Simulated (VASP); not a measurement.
# BaH2 (P6_3/mmc) in VASP: further runs

BaH2 is run at these levels: PBEsol; tasks: relaxation of shape and atoms at fixed volume, relaxation of cell and atoms, single point.

Program: VASP 6.6.1. These are calculated values, not measurements. Logs are shortened: lines on timing, memory, paths and dates and some standing lists are left out, and cuts for length are marked.

### Step 1. The cell of the first run

It takes space group P6_3/mmc (No. 194, hexagonal). The conventional cell has a = 4.428 Å, b = 4.428 Å, c = 5.853 Å, α = 90.00°, β = 90.00°, γ = 120.00°. Within 3.4 Å of Ba (site symmetry -6m2) lie 11 H at 2.56 to 2.95 Å. Within 3.4 Å of H (site symmetry -6m2) lie 5 Ba at 2.56 to 2.93 Å and 6 H at 2.95 Å. H (site symmetry -3m) has 8 H at 2.93 to 2.95 Å and 6 Ba at 2.95 Å within 3.9 Å.

### Step 2. Relaxation of shape and atoms at fixed volume, PBEsol (16.56 Å³/atom)

File INCAR:

```
PREC     = Accurate       # precision mode
ENCUT    = 600            # plane-wave cutoff, eV
EDIFF    = 1E-7           # SCF threshold, eV
ISMEAR   = 0              # smearing method
SIGMA    = 0.02           # smearing width, eV
LREAL    = F              # projectors in reciprocal space
LASPH    = T              # aspherical terms in the spheres
NELM     = 60             # most SCF steps
ALGO     = Normal         # electronic algorithm
ISIF     = 4              # what is computed and relaxed
LWAVE    = F              # write WAVECAR
LCHARG   = F              # write CHGCAR
GGA      = PS             # functional
IBRION   = 2              # ionic algorithm
NSW      = 50             # ionic steps
EDIFFG   = -0.01          # ionic threshold
```

File KPOINTS:

```
regular mesh
0
Gamma
  9 9 6
```

File POSCAR:

```
BaH2
1.0
    4.4279547402      0.0000000000      0.0000000000
   -2.2139773701      3.8347212918      0.0000000000
    0.0000000000      0.0000000000      5.8529917541
Ba H
2 4
Direct
    0.6666666667      0.3333333333      0.7500000000
    0.3333333333      0.6666666667      0.2500000000
    0.3333333333      0.6666666667      0.7500000000
    0.6666666667      0.3333333333      0.2500000000
    0.0000000000      0.0000000000      0.5000000000
    0.0000000000      0.0000000000      0.0000000000
```

Potentials or basis: VASP PAW PBE potentials, release 64 (Ba_sv, H).

Run with:

```console
> cat potpaw_PBE.64/Ba_sv/POTCAR potpaw_PBE.64/H/POTCAR > POTCAR
> mpirun -np 1 vasp_std > vasp.out
```

OUTCAR:

```text
PREC = Accurate
   ENCUT = 600
   EDIFF = 1E-7
   ISMEAR = 0
   LREAL = F
   LASPH = T
   NELM = 60
   ISIF = 4
   GGA = PS
   IBRION = 2
   NSW = 50
   EDIFFG = -0.01

 ion  position               nearest neighbor table
   1  0.667  0.333  0.750-   3 2.56   3 2.56   3 2.56   2 3.89   2 3.89   2 3.89   2 3.89   2 3.89
                             2 3.89
   2  0.333  0.667  0.250-   4 2.56   4 2.56   4 2.56   1 3.89   1 3.89   1 3.89   1 3.89   1 3.89
                             1 3.89
   3  0.333  0.667  0.750-   1 2.56   1 2.56   1 2.56
   4  0.667  0.333  0.250-   2 2.56   2 2.56   2 2.56
   5  0.000  0.000  0.500-
   6  0.000  0.000  0.000-

  LATTYP: Found a hexagonal cell.
 ALAT       =     4.4279547402
 C/A-ratio  =     1.3218273667

  Lattice vectors:

 A1 = (   4.4279547402,   0.0000000000,   0.0000000000)
 A2 = (  -2.2139773701,   3.8347212918,   0.0000000000)
 A3 = (   0.0000000000,   0.0000000000,   5.8529917541)

Analysis of symmetry for initial positions (statically):
=====================================================================
 Subroutine PRICEL returns:
 Original cell was already a primitive cell.

 Routine SETGRP: Setting up the symmetry group for a
 hexagonal supercell.

 Subroutine GETGRP returns: Found 24 space group operations
 (whereof 12 operations were pure point group operations)
 out of a pool of 24 trial point group operations.

The static configuration has the point symmetry D_3d.
 The point group associated with its full space group is D_6h.

Analysis of symmetry for dynamics (positions and initial velocities):
=====================================================================
 Subroutine PRICEL returns:
 Original cell was already a primitive cell.

 Routine SETGRP: Setting up the symmetry group for a
 hexagonal supercell.

 Subroutine GETGRP returns: Found 24 space group operations
 (whereof 12 operations were pure point group operations)
 out of a pool of 24 trial point group operations.

The dynamic configuration has the point symmetry D_3d.
 The point group associated with its full space group is D_6h.

 Subroutine INISYM returns: Found 24 space group operations
 (whereof 12 operations are pure point group operations),
 and found     1 'primitive' translations

----------------------------------------------------------------------------------------

                                     Primitive cell

  volume of cell :      99.3836

  direct lattice vectors                    reciprocal lattice vectors
     4.427954740  0.000000000  0.000000000     0.225837900  0.130387572  0.000000000
    -2.213977370  3.834721292  0.000000000     0.000000000  0.260775145  0.000000000
     0.000000000  0.000000000  5.852991754     0.000000000  0.000000000  0.170852795

  length of vectors
     4.427954740  4.427954740  5.852991754     0.260775145  0.260775145  0.170852795

  position of ions in fractional coordinates (direct lattice)
     0.666666667  0.333333333  0.750000000
     0.333333333  0.666666667  0.250000000
     0.333333333  0.666666667  0.750000000
     0.666666667  0.333333333  0.250000000
     0.000000000  0.000000000  0.500000000
     0.000000000  0.000000000  0.000000000

  ion indices of the primitive-cell ions
   primitive index   ion index
                 1           1
                 2           2
                 3           3
                 4           4
                 5           5
                 6           6

----------------------------------------------------------------------------------------

 KPOINTS: regular mesh

Automatic generation of k-mesh.
 Grid dimensions read from file:
 generate k-points for:    9    9    6

 Generating k-lattice:

  Cartesian coordinates                     Fractional coordinates (reciprocal lattice)
     0.025093100  0.014487508  0.000000000     0.111111111  0.000000000  0.000000000
     0.000000000  0.028975016  0.000000000     0.000000000  0.111111111  0.000000000
     0.000000000  0.000000000  0.028475466     0.000000000  0.000000000  0.166666667

  Length of vectors
     0.028975016  0.028975016  0.028475466

  Shift w.r.t. Gamma in fractional coordinates (k-lattice)
     0.000000000  0.000000000  0.000000000

 Subroutine IBZKPT returns following result:
 ===========================================

 Found     48 irreducible k-points:

 Following reciprocal coordinates:
            Coordinates               Weight
  0.000000  0.000000  0.000000      1.000000
  0.111111  0.000000  0.000000      6.000000
  0.222222  0.000000  0.000000      6.000000
  0.333333  0.000000  0.000000      6.000000
  0.444444  0.000000  0.000000      6.000000
  0.111111  0.111111  0.000000      6.000000
[... 16 lines left out ...]
  0.333333  0.222222  0.166667     24.000000
  0.333333  0.333333  0.166667      4.000000
 [... further k-points ...]
   k-points           NKPTS =     48   k-points in BZ     NKDIM =     48   number of bands    NBANDS=     16
   number of dos      NEDOS =    301   number of ions     NIONS =      6
   total plane-waves  NPLWV =  62208
   dimension x,y,z NGX =    36 NGY =   36 NGZ =   48
   dimension x,y,z NGXF=    72 NGYF=   72 NGZF=   96
   ions per type =               2   4
   NGX,Y,Z   is equivalent  to a cutoff of  13.52, 13.52, 13.63 a.u.
   NGXF,Y,Z  is equivalent  to a cutoff of  27.03, 27.03, 27.27 a.u.
 SYSTEM =  unknown system
   PREC   = accura    normal or accurate (medium, high low for compatibility)
   ISTART =      0    job   : 0-new  1-cont  2-samecut
   ICHARG =      2    charge: 1-file 2-atom 10-const
   ISPIN  =      1    spin polarized calculation?
   LNONCOLLINEAR =      F non collinear calculations
   LSORBIT =      F    spin-orbit coupling
   LASPH  =      T    aspherical Exc in radial PAW
   ENCUT  =  600.0 eV  44.10 Ry    6.64 a.u.   8.84  8.84 11.69*2*pi/ulx,y,z
   NELM   =     60;   NELMIN=  2; NELMDL= -5     # of ELM steps
   EDIFF  = 0.1E-06   stopping-criterion for ELM
   LREAL  =      F    real-space projection
   EDIFFG = -.1E-01   stopping-criterion for IOM
   NSW    =     50    number of steps for IOM
   IBRION =      2    ionic relax: 0-MD 1-quasi-New 2-CG
   NFREE  =      1    steps in history (QN), initial steepest desc. (CG)
   ISIF   =      4    stress and relaxation
   ISYM   =      2    0-nonsym 1-usesym 2-fastsym
   POTIM  = 0.5000    time-step for ionic-motion
   TEBEG  =    0.0;   TEEND  =   0.0 temperature during run
   PSTRESS=    0.0 pullay stress
   NELECT =      24.0000    total number of electrons
   NUPDOWN=      -1.0000    fix difference up-down
   EMIN   =  10.00;   EMAX   =-10.00  energy-range for DOS
   EFERMI =   0.00;   METHOD = LEGACY
   ISMEAR =     0;   SIGMA  =   0.02  broadening in eV -4-tet -1-fermi 0-gaus
   EFERMI_NEDOS =   21; number of points for ismear=-14 and -15
   IALGO  =     38    algorithm
   IMIX   =      4    mixing-type and parameters
     AMIX     =   0.40;   BMIX     =  1.00
     AMIX_MAG =   1.60;   BMIX_MAG =  1.00
  volume/ion in A,a.u.               =      16.56       111.78
  Fermi-wavevector in a.u.,A,eV,Ry     =   1.019468  1.926515 14.140740  1.039315
  Thomas-Fermi vector in A             =   2.152984
   LORBIT       =      0    0 simple, 1 ext, 2 COOP (PROOUT), +10 PAW based schemes
   GGA     = PS    functional components
   LHFCALC =     F    Hartree Fock is set to
   AEXX    =    0.0000 exact exchange contribution
   IVDW    =     0    specifies the selected vdW correction
   LEPSILON=     F    determine dielectric tensor
   LRPA    =     F    only Hartree local field effects (RPA)
 conjugate gradient relaxation of ions
 non-spin polarized calculation
 Gauss-broadening in eV      SIGMA  =   0.02
  energy-cutoff  :      600.00
  volume of cell :       99.38
 maximum number of plane-waves:      3333
 NGX is ok and might be reduce to    36
   NGX = 17   NGY = 17   NGZ = 23

--------------------------------------- Ionic step        1  -------------------------------------------

 number of electron      23.9999998 magnetization

 Free energy of the ion-electron system (eV)
  ---------------------------------------------------
  ext. energy  EPLUGINS =         0.00000000
  ---------------------------------------------------
  free energy    TOTEN  =       -20.46638482 eV

  energy without entropy =      -20.46638482  energy(sigma->0) =      -20.46638482

------------------------ aborting loop because EDIFF is reached ----------------------------------------

  FORCE on cell =-STRESS in cart. coord.  units (eV):
  Direction    XX          YY          ZZ          XY          YZ          ZX
  --------------------------------------------------------------------------------------
  -------------------------------------------------------------------------------------
  Total       -0.3073531     -0.3073531     -0.0307897      0.0000000      0.0000000      0.0000000
  in kB       -4.9548818     -4.9548818     -0.4963650      0.0000000      0.0000000      0.0000000
  external PRESSURE =      -3.4687095 kB  Pullay stress =       0.0000000 kB
[... 65 lines left out ...]
  energy  without entropy=      -20.4667373021  energy(sigma->0) =      -20.46673730

--------------------------------------- Ionic step        3  -------------------------------------------

 number of electron      23.9999999 magnetization

 Free energy of the ion-electron system (eV)
  ---------------------------------------------------
  ext. energy  EPLUGINS =         0.00000000
  ---------------------------------------------------
  free energy    TOTEN  =       -20.46712509 eV

  energy without entropy =      -20.46712509  energy(sigma->0) =      -20.46712509

 E-fermi :   1.3391     XC(G=0):  -9.0356

 val. band max:        1.2480968931   @ k =   0.0000   0.0000   0.1667
 cond. band min:       2.7454290760   @ k =   0.3333   0.3333   0.5000
 fundamental gap:      1.4973321829
 Fermi energy:         1.3391199227

 k-point     1 :       0.0000    0.0000    0.0000
  band No.  band energies     occupation
      1     -25.7807      2.00000
      2     -25.5550      2.00000
      3     -11.7162      2.00000
      4     -10.7973      2.00000
      5     -10.7973      2.00000
      6     -10.4915      2.00000
[... 8 lines left out ...]
     15       4.9604      0.00000
     16       4.9604      0.00000
[... 420 lines left out ...]
  band No.  band energies     occupation
      1     -25.6253      2.00000
      2     -25.6253      2.00000
      3     -11.3141      2.00000
      4     -11.3141      2.00000
      5     -11.2742      2.00000
      6     -10.7796      2.00000
[... 8 lines left out ...]
     15       5.3865      0.00000
     16       6.6073      0.00000

 [... further k-points ...]

------------------------ aborting loop because EDIFF is reached ----------------------------------------

  FORCE on cell =-STRESS in cart. coord.  units (eV):
  Direction    XX          YY          ZZ          XY          YZ          ZX
  --------------------------------------------------------------------------------------
  -------------------------------------------------------------------------------------
  Total       -0.1613817     -0.1613817     -0.1572077      0.0000000      0.0000000     -0.0000000
  in kB       -2.6016559     -2.6016559     -2.5343667      0.0000000      0.0000000     -0.0000000
  external PRESSURE =      -2.5792262 kB  Pullay stress =       0.0000000 kB
[... 21 lines left out ...]
  FREE ENERGIE OF THE ION-ELECTRON SYSTEM (eV)
  ---------------------------------------------------
  free  energy   TOTEN  =       -20.4671250916 eV

  energy  without entropy=      -20.4671250916  energy(sigma->0) =      -20.46712509

 reached required accuracy - stopping structural energy minimisation
```

It took 2.7 min on 1 thread of Intel Xeon 6975P-C, shared host; peak memory 0.3 GiB.

Results:

```yaml
Free_energy: -20.4671 eV
Energy_gained_by_relaxing: 0.1 meV/atom
Ionic_steps: 3
Pressure_after_relaxing: -0.3 GPa
Band_gap_on_the_k_mesh: 1.50 eV (least direct gap 2.47 eV)
```

The path:
```csv
step,energy change (eV),largest force (eV/Å),pressure (GPa),volume (Å³)
1,0.0000,0.0000,-0.35,99.38
2,-0.0004,0.0000,-0.32,99.38
3,-0.0007,0.0000,-0.26,99.38
```

Final structure:
```xyz
6
Lattice="4.4162 0.0000 0.0000 -2.2081 3.8245 0.0000 0.0000 0.0000 5.8842" Properties=species:S:1:pos:R:3 pbc="T T T"
Ba    2.2081    1.2748    4.4132
Ba    0.0000    2.5497    1.4711
H     0.0000    2.5497    4.4132
H     2.2081    1.2748    1.4711
H     0.0000    0.0000    2.9421
H     0.0000    0.0000    0.0000
```

Levels at points of the mesh, in eV from the valence-band top:
| k point | band 9 | band 10 | band 11 | band 12 | band 13 | band 14 | band 15 | band 16 |
| --- | --- | --- | --- | --- | --- | --- | --- | --- |
| (0.00, 0.00, 0.00) | -4.46 | -3.12 | -0.39 | -0.01 | 2.68 | 2.68 | 3.71 | 3.71 |
| (0.00, 0.00, 0.50) | -3.31 | -3.31 | -0.44 | -0.44 | 2.49 | 2.49 | 2.49 | 2.49 |

Caveat: the PAW data sets were made with another functional, which shifts forces and pressure a little; spin-orbit coupling is left out, which moves the levels of the heavy elements. A k mesh can miss the band edges.

(Part 1 of 2 ends here.)
